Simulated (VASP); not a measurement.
# SnO (Pmn2_1) in VASP: single point with LDA

Aim: the single point of SnO with LDA.

Program: VASP 6.6.1. These are calculated values, not measurements. Logs are shortened: lines on timing, memory, paths and dates and some standing lists are left out, and cuts for length are marked.

## (1) The cell of the first run

The structure is orthorhombic, space group Pmn2_1 (No. 31). The conventional cell has a = 3.355 Å, b = 5.674 Å, c = 4.222 Å, α = 90.00°, β = 90.00°, γ = 90.00°. Within 2.8 Å of Sn (site symmetry m) lie 3 O at 2.15 to 2.16 Å. O (site symmetry m) has 3 Sn at 2.15 to 2.16 Å within 2.8 Å.

## (2) Single point, LDA

Contents of INCAR:

```
SYSTEM = SnO
  PREC = Accurate
  ENCUT = 600
  EDIFF = 1E-6
  ISMEAR = 0
  SIGMA = 0.01
  LREAL = .FALSE.
  LASPH = .TRUE.
  NELM = 120
  ALGO = Normal
  ISIF = 2
  LWAVE = .FALSE.
  LCHARG = .TRUE.
  LELF = .TRUE.
  LVHAR = .TRUE.
  NBANDS = 28
  GGA_COMPAT = .FALSE.
```

Contents of KPOINTS:

```
Automatic mesh
0
G
  6 4 6
  0 0 0
```

Contents of POSCAR:

```
SnO
1.0
    3.3550050000      0.0000000000      0.0000000000
    0.0000000000      5.6741040000      0.0000000000
    0.0000000000      0.0000000000      4.2219700000
Sn O
2 2
Direct
    0.0000000000      0.2319090000      0.5131440000
    0.5000000000      0.7680910000      0.0131440000
    0.0000000000      0.8912500000      0.7368570000
    0.5000000000      0.1087500000      0.2368570000
```

Potentials or basis: VASP PAW LDA potentials, release 64 (Sn_d, O).

On the command line:

```
> cat potpaw_LDA.64/Sn_d/POTCAR potpaw_LDA.64/O/POTCAR > POTCAR
> mpirun -np 1 vasp_std > vasp.out
```

OUTCAR:

```text
SYSTEM = SnO
   PREC = Accurate
   ENCUT = 600
   EDIFF = 1E-6
   ISMEAR = 0
   LREAL = .FALSE.
   LASPH = .TRUE.
   NELM = 120
   ISIF = 2

 ion  position               nearest neighbor table
   1  0.000  0.232  0.513-   3 2.15   4 2.16   4 2.16
   2  0.500  0.768  0.013-   4 2.15   3 2.16   3 2.16
   3  0.000  0.891  0.737-   1 2.15   2 2.16   2 2.16
   4  0.500  0.109  0.237-   2 2.15   1 2.16   1 2.16

  LATTYP: Found a simple orthorhombic cell.
 ALAT       =     3.3550050000
 B/A-ratio  =     1.2584094510
 C/A-ratio  =     1.6912356315

  Lattice vectors:

 A1 = (  -3.3550050000,   0.0000000000,   0.0000000000)
 A2 = (   0.0000000000,   0.0000000000,   4.2219700000)
 A3 = (   0.0000000000,   5.6741040000,   0.0000000000)

Analysis of symmetry for initial positions (statically):
=====================================================================
 Subroutine PRICEL returns:
 Original cell was already a primitive cell.

 Routine SETGRP: Setting up the symmetry group for a
 simple orthorhombic supercell.

 Subroutine GETGRP returns: Found  4 space group operations
 (whereof  2 operations were pure point group operations)
 out of a pool of  8 trial point group operations.

The static configuration has the point symmetry C_1h.
 The point group associated with its full space group is C_2v.

Analysis of symmetry for dynamics (positions and initial velocities):
=====================================================================
 Subroutine PRICEL returns:
 Original cell was already a primitive cell.

 Routine SETGRP: Setting up the symmetry group for a
 simple orthorhombic supercell.

 Subroutine GETGRP returns: Found  4 space group operations
 (whereof  2 operations were pure point group operations)
 out of a pool of  8 trial point group operations.

The dynamic configuration has the point symmetry C_1h.
 The point group associated with its full space group is C_2v.

 Subroutine INISYM returns: Found  4 space group operations
 (whereof  2 operations are pure point group operations),
 and found     1 'primitive' translations

----------------------------------------------------------------------------------------

                                     Primitive cell

  volume of cell :      80.3722

  direct lattice vectors                    reciprocal lattice vectors
     3.355005000  0.000000000  0.000000000     0.298062149  0.000000000  0.000000000
[... 89 lines left out ...]
   NELM   =    120;   NELMIN=  2; NELMDL= -5     # of ELM steps
   EDIFF  = 0.1E-05   stopping-criterion for ELM
   LREAL  =      F    real-space projection
   EDIFFG = 0.1E-04   stopping-criterion for IOM
   NSW    =      0    number of steps for IOM
   IBRION =     -1    ionic relax: 0-MD 1-quasi-New 2-CG
   NFREE  =      0    steps in history (QN), initial steepest desc. (CG)
   ISIF   =      2    stress and relaxation
   ISYM   =      2    0-nonsym 1-usesym 2-fastsym
   POTIM  = 0.5000    time-step for ionic-motion
   TEBEG  =    0.0;   TEEND  =   0.0 temperature during run
   PSTRESS=    0.0 pullay stress
   NELECT =      40.0000    total number of electrons
   NUPDOWN=      -1.0000    fix difference up-down
   EMIN   =  10.00;   EMAX   =-10.00  energy-range for DOS
   EFERMI =   0.00;   METHOD = LEGACY
   ISMEAR =     0;   SIGMA  =   0.01  broadening in eV -4-tet -1-fermi 0-gaus
   EFERMI_NEDOS =   21; number of points for ismear=-14 and -15
   IALGO  =     38    algorithm
   IMIX   =      4    mixing-type and parameters
     AMIX     =   0.40;   BMIX     =  1.00
     AMIX_MAG =   1.60;   BMIX_MAG =  1.00
  volume/ion in A,a.u.               =      20.09       135.59
  Fermi-wavevector in a.u.,A,eV,Ry     =   1.297357  2.451650 22.900458  1.683136
  Thomas-Fermi vector in A             =   2.428755
   LORBIT       =      0    0 simple, 1 ext, 2 COOP (PROOUT), +10 PAW based schemes
   GGA     = CA    functional components
   LHFCALC =     F    Hartree Fock is set to
   AEXX    =    0.0000 exact exchange contribution
   IVDW    =     0    specifies the selected vdW correction
   LEPSILON=     F    determine dielectric tensor
   LRPA    =     F    only Hartree local field effects (RPA)
 non-spin polarized calculation
 Gauss-broadening in eV      SIGMA  =   0.01
  energy-cutoff  :      600.00
  volume of cell :       80.37
 maximum number of plane-waves:      2719
 NGX is ok and might be reduce to    28
   NGX = 13   NGY = 23   NGZ = 17

 number of electron      40.0000004 magnetization

 Free energy of the ion-electron system (eV)
  ---------------------------------------------------
  ext. energy  EPLUGINS =         0.00000000
  ---------------------------------------------------
  free energy    TOTEN  =       -25.18748610 eV

  energy without entropy =      -25.18748610  energy(sigma->0) =      -25.18748610

 E-fermi :   4.6286     XC(G=0):  -9.9654

 val. band max:        4.5234434826   @ k =   0.0000   0.0000   0.0000
 cond. band min:       6.1222340612   @ k =   0.3333   0.5000   0.0000
 fundamental gap:      1.5987905786
 Fermi energy:         4.6285645067

 k-point     1 :       0.0000    0.0000    0.0000
  band No.  band energies     occupation
      1     -16.5531      2.00000
      2     -16.2468      2.00000
      3     -16.1606      2.00000
      4     -16.1365      2.00000
      5     -16.1097      2.00000
      6     -16.0764      2.00000
[... 733 lines left out ...]
     27      13.6248      0.00000
     28      13.6248      0.00000

 [... further k-points ...]

------------------------ aborting loop because EDIFF is reached ----------------------------------------

  FORCE on cell =-STRESS in cart. coord.  units (eV):
  Direction    XX          YY          ZZ          XY          YZ          ZX
  --------------------------------------------------------------------------------------
  -------------------------------------------------------------------------------------
  Total       -3.1083670     -2.4714656     -2.3489809      0.0000000      0.0000000      0.0000000
  in kB      -61.9636897    -49.2673895    -46.8257199      0.0000000      0.0000000      0.0000000
  external PRESSURE =     -52.6855997 kB  Pullay stress =       0.0000000 kB

 VOLUME and BASIS-vectors are now :
 -----------------------------------------------------------------------------
  energy-cutoff  :      600.00
  volume of cell :       80.37
      direct lattice vectors                 reciprocal lattice vectors
     3.355005000  0.000000000  0.000000000     0.298062149  0.000000000  0.000000000
     0.000000000  5.674104000  0.000000000     0.000000000  0.176239279  0.000000000
     0.000000000  0.000000000  4.221970000     0.000000000  0.000000000  0.236856254

 POSITION                                       TOTAL-FORCE (eV/Angst)
 -----------------------------------------------------------------------------------
      0.00000      1.31588      2.16648         0.000000     -0.619427     -0.191372
      1.67750      4.35823      0.05549         0.000000      0.619427     -0.191372
      0.00000      5.05705      3.11099         0.000000      0.177392      0.191372
      1.67750      0.61706      1.00000         0.000000     -0.177392      0.191372
 -----------------------------------------------------------------------------------
    total drift:                                0.000000      0.000000     -0.000079

  FREE ENERGIE OF THE ION-ELECTRON SYSTEM (eV)
  ---------------------------------------------------
  free  energy   TOTEN  =       -25.1874860994 eV

  energy  without entropy=      -25.1874860994  energy(sigma->0) =      -25.18748610
```

OSZICAR:

```text
N       E                     dE             d eps       ncg     rms          rms(c)
DAV:   1     0.456567724693E+03    0.45657E+03   -0.21771E+04  2740   0.228E+03
DAV:   2     0.469359650371E+02   -0.40963E+03   -0.39288E+03  2764   0.574E+02
DAV:   3    -0.250732874681E+02   -0.72009E+02   -0.70778E+02  3080   0.197E+02
DAV:   4    -0.289721533980E+02   -0.38989E+01   -0.38738E+01  3188   0.488E+01
DAV:   5    -0.290686278543E+02   -0.96474E-01   -0.96442E-01  3016   0.830E+00    0.116E+01
DAV:   6    -0.253874670799E+02    0.36812E+01   -0.17400E+01  4412   0.484E+01    0.553E+00
DAV:   7    -0.252567563415E+02    0.13071E+00   -0.22873E+00  3128   0.933E+00    0.255E+00
DAV:   8    -0.252022313418E+02    0.54525E-01   -0.40053E-01  3124   0.404E+00    0.779E-01
DAV:   9    -0.251869427058E+02    0.15289E-01   -0.46722E-02  4408   0.218E+00    0.229E-01
DAV:  10    -0.251881922732E+02   -0.12496E-02   -0.84670E-03  3920   0.818E-01    0.178E-01
DAV:  11    -0.251874561815E+02    0.73609E-03   -0.26753E-03  4148   0.477E-01    0.208E-02
DAV:  12    -0.251874900888E+02   -0.33907E-04   -0.34454E-04  2844   0.110E-01    0.273E-02
DAV:  13    -0.251874865871E+02    0.35017E-05   -0.15909E-05  3968   0.334E-02    0.107E-02
DAV:  14    -0.251874860994E+02    0.48767E-06   -0.12740E-06  1700   0.770E-03
   1 F= -.25187486E+02 E0= -.25187486E+02  d E =-.399628E-52
```

It took 99 s on 1 thread of Intel Xeon Platinum 8488C (Sapphire Rapids), shared host; peak memory 0.25 GiB.

What came out:

| Quantity | Value |
| --- | --- |
| Free energy | -25.1875 eV |
| Pressure | -5.3 GPa |
| Largest force | 0.648 eV/Å |
| Band gap on the k mesh | 1.60 eV, indirect (least direct gap 2.35 eV) |

Forces in eV/Å, atoms in the order of the input:
```
Sn   0.000 -0.619 -0.191
Sn   0.000  0.619 -0.191
O    0.000  0.177  0.191
O    0.000 -0.177  0.191
```

Levels at points of the mesh, in eV from the valence-band top:
```csv
k point,band 17,band 18,band 19,band 20,band 21,band 22,band 23,band 24
"(0.00, 0.00, 0.00)",-3.49,-2.62,-2.02,0.00,2.59,3.12,5.81,5.81
"(0.50, 0.00, 0.00)",-2.56,-2.56,-1.25,-1.25,2.54,2.54,5.46,5.46
"(0.00, 0.50, 0.00)",-3.78,-2.65,-1.58,-1.35,3.25,3.86,4.80,4.92
"(0.50, 0.50, 0.00)",-2.63,-2.63,-0.90,-0.90,1.85,1.85,6.19,6.19
"(0.00, 0.00, 0.50)",-3.19,-3.19,-1.65,-1.65,2.60,2.60,5.16,5.16
"(0.50, 0.00, 0.50)",-3.14,-3.14,-1.07,-1.07,2.08,2.08,4.53,4.53
"(0.00, 0.50, 0.50)",-2.90,-2.90,-1.50,-1.50,1.88,1.88,5.87,5.87
"(0.50, 0.50, 0.50)",-3.42,-3.42,-0.43,-0.43,2.40,2.40,4.09,4.09
```

Caveat: spin-orbit coupling is left out, which moves the levels of the heavy elements. A hybrid or GW would open this gap; LDA tends to underestimate it.
